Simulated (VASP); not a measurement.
# ZnS (F-43m) in VASP: further runs

Runs on ZnS. Level: r2SCAN. Tasks: single point.

All numbers are computed with VASP 6.6.1; they aren't measurements. Logs are shortened: lines on timing, memory, paths and dates and some standing lists are left out, and cuts for length are marked.

**What was measured.**

From “Electronic, vibrational, and thermodynamic properties of ZnS (zincblende and rocksalt structure)”, 2009, arxiv:0911.5022, for a bulk crystal of ZnS at 19 K: band gap 3.85 eV (direct).

How close the calculation comes is told below.

## 1. The cell of the first run

It takes space group F-43m (No. 216, cubic). The conventional cell has a = 5.389 Å, b = 5.389 Å, c = 5.389 Å, α = 90.00°, β = 90.00°, γ = 90.00°. Zn (site symmetry -43m) has 4 S at 2.33 Å within 3.1 Å. Within 3.1 Å of S (site symmetry -43m) lie 4 Zn at 2.33 Å.

## 2. Single point, r2SCAN

The input, POSCAR:

```
ZnS
1.0
    0.0000000000      2.6945314206      2.6945314206
    2.6945314206      0.0000000000      2.6945314206
    2.6945314206      2.6945314206      0.0000000000
Zn S
1 1
Direct
    0.2500000000      0.2500000000      0.2500000000
    0.0000000000      0.0000000000      0.0000000000
```

The input, INCAR.step1:

```
SYSTEM = ZnS
PREC = Accurate
ENCUT = 550
ISMEAR = 0
SIGMA = 0.02
LREAL = .False.
LASPH = .True.
NELM = 120
NBANDS = 16
GGA = PE
ALGO = Normal
EDIFF = 1E-5
LWAVE = .True.
LCHARG = .False.
GGA_COMPAT = .False.
```

The input, INCAR.step2:

```
SYSTEM = ZnS
PREC = Accurate
ENCUT = 550
EDIFF = 1E-6
ISMEAR = 0
SIGMA = 0.02
LREAL = .False.
LASPH = .True.
NELM = 120
ALGO = Normal
ISIF = 2
LWAVE = .False.
LCHARG = .True.
METAGGA = R2SCAN
LMIXTAU = .True.
LELF = .True.
LVHAR = .True.
NBANDS = 16
ISTART = 1
GGA_COMPAT = .False.
```

The input, KPOINTS:

```
regular mesh
0
Gamma
  10 10 10
  0 0 0
```

Potentials or basis: VASP PAW PBE potentials, release 64 (Zn, S).

On the command line:

```sh
> cat potpaw_PBE.64/Zn/POTCAR potpaw_PBE.64/S/POTCAR > POTCAR
> cp INCAR.step1 INCAR
> mpirun -np 1 vasp_std > vasp.out
> cp INCAR.step2 INCAR
> mpirun -np 1 vasp_std > vasp.out
```

OUTCAR:

```text
SYSTEM = ZnS
   PREC = Accurate
   ENCUT = 550
   EDIFF = 1E-6
   ISMEAR = 0
   LREAL = .False.
   LASPH = .True.
   NELM = 120
   ISIF = 2
   METAGGA = R2SCAN
   ISTART = 1

 ion  position               nearest neighbor table
   1  0.250  0.250  0.250-   2 2.33   2 2.33   2 2.33   2 2.33
   2  0.000  0.000  0.000-   1 2.33   1 2.33   1 2.33   1 2.33

  LATTYP: Found a face centered cubic cell.
 ALAT       =     5.3890628412

  Lattice vectors:

 A1 = (   0.0000000000,   2.6945314206,   2.6945314206)
 A2 = (   2.6945314206,   0.0000000000,   2.6945314206)
 A3 = (   2.6945314206,   2.6945314206,   0.0000000000)

Analysis of symmetry for initial positions (statically):
=====================================================================
 Subroutine PRICEL returns:
 Original cell was already a primitive cell.

 Routine SETGRP: Setting up the symmetry group for a
 face centered cubic supercell.

 Subroutine GETGRP returns: Found 24 space group operations
 (whereof 24 operations were pure point group operations)
 out of a pool of 48 trial point group operations.

The static configuration has the point symmetry T_d .

Analysis of symmetry for dynamics (positions and initial velocities):
=====================================================================
 Subroutine PRICEL returns:
 Original cell was already a primitive cell.

 Routine SETGRP: Setting up the symmetry group for a
 face centered cubic supercell.

 Subroutine GETGRP returns: Found 24 space group operations
 (whereof 24 operations were pure point group operations)
 out of a pool of 48 trial point group operations.

The dynamic configuration has the point symmetry T_d .

 Subroutine INISYM returns: Found 24 space group operations
 (whereof 24 operations are pure point group operations),
 and found     1 'primitive' translations

----------------------------------------------------------------------------------------

                                     Primitive cell

  volume of cell :      39.1273

  direct lattice vectors                    reciprocal lattice vectors
     0.000000000  2.694531421  2.694531421    -0.185561020  0.185561020  0.185561020
     2.694531421  0.000000000  2.694531421     0.185561020 -0.185561020  0.185561020
     2.694531421  2.694531421  0.000000000     0.185561020  0.185561020 -0.185561020

  length of vectors
     3.810642879  3.810642879  3.810642879     0.321401115  0.321401115  0.321401115

  position of ions in fractional coordinates (direct lattice)
     0.250000000  0.250000000  0.250000000
     0.000000000  0.000000000  0.000000000

  ion indices of the primitive-cell ions
   primitive index   ion index
                 1           1
                 2           2

----------------------------------------------------------------------------------------

 KPOINTS: regular mesh

Automatic generation of k-mesh.
 Grid dimensions read from file:
 generate k-points for:   10   10   10

 Generating k-lattice:

  Cartesian coordinates                     Fractional coordinates (reciprocal lattice)
    -0.018556102  0.018556102  0.018556102     0.100000000  0.000000000  0.000000000
     0.018556102 -0.018556102  0.018556102     0.000000000  0.100000000  0.000000000
     0.018556102  0.018556102 -0.018556102     0.000000000  0.000000000  0.100000000

  Length of vectors
     0.032140112  0.032140112  0.032140112

  Shift w.r.t. Gamma in fractional coordinates (k-lattice)
     0.000000000  0.000000000  0.000000000

 Subroutine IBZKPT returns following result:
 ===========================================

 Found     47 irreducible k-points:

 Following reciprocal coordinates:
            Coordinates               Weight
  0.000000  0.000000  0.000000      1.000000
  0.100000  0.000000  0.000000      8.000000
  0.200000  0.000000  0.000000      8.000000
  0.300000  0.000000  0.000000      8.000000
  0.400000  0.000000  0.000000      8.000000
  0.500000  0.000000  0.000000      4.000000
[... 16 lines left out ...]
  0.300000  0.300000  0.000000      6.000000
  0.400000  0.300000  0.000000     24.000000
 [... further k-points ...]
   k-points           NKPTS =     47   k-points in BZ     NKDIM =     47   number of bands    NBANDS=     16
   number of dos      NEDOS =    301   number of ions     NIONS =      2
   total plane-waves  NPLWV =  27000
   dimension x,y,z NGX =    30 NGY =   30 NGZ =   30
   dimension x,y,z NGXF=    60 NGYF=   60 NGZF=   60
   ions per type =               1   1
   NGX,Y,Z   is equivalent  to a cutoff of  13.09, 13.09, 13.09 a.u.
   NGXF,Y,Z  is equivalent  to a cutoff of  26.18, 26.18, 26.18 a.u.
 SYSTEM =  ZnS
   PREC   = accura    normal or accurate (medium, high low for compatibility)
   ISTART =      1    job   : 0-new  1-cont  2-samecut
   ICHARG =      0    charge: 1-file 2-atom 10-const
   ISPIN  =      1    spin polarized calculation?
   LNONCOLLINEAR =      F non collinear calculations
   LSORBIT =      F    spin-orbit coupling
   LASPH  =      T    aspherical Exc in radial PAW
   ENCUT  =  550.0 eV  40.42 Ry    6.36 a.u.   7.29  7.29  7.29*2*pi/ulx,y,z
   NELM   =    120;   NELMIN=  2; NELMDL=  0     # of ELM steps
   EDIFF  = 0.1E-05   stopping-criterion for ELM
   LREAL  =      F    real-space projection
   EDIFFG = 0.1E-04   stopping-criterion for IOM
   NSW    =      0    number of steps for IOM
   IBRION =     -1    ionic relax: 0-MD 1-quasi-New 2-CG
   NFREE  =      0    steps in history (QN), initial steepest desc. (CG)
   ISIF   =      2    stress and relaxation
   ISYM   =      2    0-nonsym 1-usesym 2-fastsym
   POTIM  = 0.5000    time-step for ionic-motion
   TEBEG  =    0.0;   TEEND  =   0.0 temperature during run
   PSTRESS=    0.0 pullay stress
   NELECT =      18.0000    total number of electrons
   NUPDOWN=      -1.0000    fix difference up-down
   EMIN   =  10.00;   EMAX   =-10.00  energy-range for DOS
   EFERMI =   0.00;   METHOD = LEGACY
   ISMEAR =     0;   SIGMA  =   0.02  broadening in eV -4-tet -1-fermi 0-gaus
   EFERMI_NEDOS =   21; number of points for ismear=-14 and -15
   IALGO  =     38    algorithm
   IMIX   =      4    mixing-type and parameters
     AMIX     =   0.40;   BMIX     =  1.00
     AMIX_MAG =   1.60;   BMIX_MAG =  1.00
  volume/ion in A,a.u.               =      19.56       132.02
  Fermi-wavevector in a.u.,A,eV,Ry     =   1.263783  2.388203 21.730501  1.597147
  Thomas-Fermi vector in A             =   2.397122
   LORBIT       =      0    0 simple, 1 ext, 2 COOP (PROOUT), +10 PAW based schemes
   METAGGA = R2SCAN    functional components
   LHFCALC =     F    Hartree Fock is set to
   AEXX    =    0.0000 exact exchange contribution
   IVDW    =     0    specifies the selected vdW correction
   LEPSILON=     F    determine dielectric tensor
   LRPA    =     F    only Hartree local field effects (RPA)
 non-spin polarized calculation
 Gauss-broadening in eV      SIGMA  =   0.02
  energy-cutoff  :      550.00
  volume of cell :       39.13
 maximum number of plane-waves:      1167
 NGX is ok and might be reduce to    30
   NGX = 15   NGY = 15   NGZ = 15

 number of electron      18.0000017 magnetization

 Free energy of the ion-electron system (eV)
  ---------------------------------------------------
  ext. energy  EPLUGINS =         0.00000000
  ---------------------------------------------------
  free energy    TOTEN  =       -18.86655807 eV

  energy without entropy =      -18.86655807  energy(sigma->0) =      -18.86655807

 E-fermi :   2.0643     XC(G=0): -10.3263

 val. band max:        1.9089465111   @ k =   0.0000   0.0000   0.0000
 cond. band min:       4.6225344833   @ k =   0.0000   0.0000   0.0000
 fundamental gap:      2.7135879721
 Fermi energy:         2.0642651248

 k-point     1 :       0.0000    0.0000    0.0000
  band No.  band energies     occupation
      1     -11.8263      2.00000
      2      -4.6234      2.00000
      3      -4.6234      2.00000
      4      -4.6234      2.00000
      5      -4.0671      2.00000
      6      -4.0671      2.00000
[... 8 lines left out ...]
     15      14.2225      0.00000
     16      14.4992      0.00000

 k-point     2 :       0.1000    0.0000    0.0000
  band No.  band energies     occupation
      1     -11.7479      2.00000
      2      -4.6224      2.00000
      3      -4.6086      2.00000
      4      -4.6086      2.00000
      5      -4.0684      2.00000
      6      -4.0684      2.00000
[... 8 lines left out ...]
     15      13.7649      0.00000
     16      15.1067      0.00000

 k-point     3 :       0.2000    0.0000    0.0000
  band No.  band energies     occupation
      1     -11.5317      2.00000
      2      -4.6008      2.00000
      3      -4.5718      2.00000
      4      -4.5718      2.00000
      5      -4.0684      2.00000
      6      -4.0684      2.00000
[... 8 lines left out ...]
     15      13.3361      0.00000
     16      15.0705      0.00000

 k-point     4 :       0.3000    0.0000    0.0000
  band No.  band energies     occupation
      1     -11.2382      2.00000
      2      -4.5316      2.00000
      3      -4.5316      2.00000
      4      -4.5052      2.00000
      5      -4.0602      2.00000
      6      -4.0602      2.00000
[... 8 lines left out ...]
     15      13.7466      0.00000
     16      14.4774      0.00000
[... 324 lines left out ...]
 k-point    22 :      -0.2000    0.2000    0.0000
  band No.  band energies     occupation
      1     -11.1386      2.00000
      2      -4.5087      2.00000
      3      -4.5064      2.00000
      4      -4.4880      2.00000
      5      -4.0893      2.00000
      6      -4.0294      2.00000
[... 8 lines left out ...]
     15      15.5261      0.00000
     16      17.3267      0.00000

 k-point    23 :       0.3000    0.3000    0.0000
  band No.  band energies     occupation
      1     -11.0407      2.00000
      2      -4.6647      2.00000
      3      -4.4087      2.00000
      4      -4.4087      2.00000
      5      -4.0994      2.00000
      6      -4.0151      2.00000
[... 8 lines left out ...]
     15      15.3495      0.00000
     16      19.3564      0.00000

 k-point    24 :       0.4000    0.3000    0.0000
  band No.  band energies     occupation
      1     -10.8320      2.00000
      2      -4.6256      2.00000
      3      -4.3599      2.00000
      4      -4.3481      2.00000
      5      -4.0449      2.00000
      6      -4.0072      2.00000
[... 8 lines left out ...]
     15      15.9365      0.00000
     16      18.6020      0.00000

 [... further k-points ...]
[... 5 lines left out ...]
  --------------------------------------------------------------------------------------
  -------------------------------------------------------------------------------------
  Total       -0.0032665     -0.0032665     -0.0032665      0.0000000      0.0000000      0.0000000
  in kB       -0.1337577     -0.1337577     -0.1337577      0.0000000      0.0000000      0.0000000
  external PRESSURE =      -0.1337577 kB  Pullay stress =       0.0000000 kB

 VOLUME and BASIS-vectors are now :
 -----------------------------------------------------------------------------
  energy-cutoff  :      550.00
  volume of cell :       39.13
      direct lattice vectors                 reciprocal lattice vectors
     0.000000000  2.694531421  2.694531421    -0.185561020  0.185561020  0.185561020
     2.694531421  0.000000000  2.694531421     0.185561020 -0.185561020  0.185561020
     2.694531421  2.694531421  0.000000000     0.185561020  0.185561020 -0.185561020

 POSITION                                       TOTAL-FORCE (eV/Angst)
 -----------------------------------------------------------------------------------
      1.34727      1.34727      1.34727         0.000000      0.000000      0.000000
      0.00000      0.00000      0.00000        -0.000000     -0.000000     -0.000000
 -----------------------------------------------------------------------------------
    total drift:                                0.000001      0.000001      0.000001

  FREE ENERGIE OF THE ION-ELECTRON SYSTEM (eV)
  ---------------------------------------------------
  free  energy   TOTEN  =       -18.8665580730 eV

  energy  without entropy=      -18.8665580730  energy(sigma->0) =      -18.86655807
```

Wall time 1.7 min (1 thread of Intel Xeon Platinum 8375C at 2.90GHz (Ice Lake), shared host); peak memory 0.19 GiB.

Results:

| Item | Value |
| --- | --- |
| Free energy | -18.8666 eV |
| Pressure | 0.0 GPa |
| Band gap on the k mesh | 2.71 eV |

Caveat: the PAW data sets were made with another functional, which shifts forces and pressure a little.

[end of part 1 of 3]
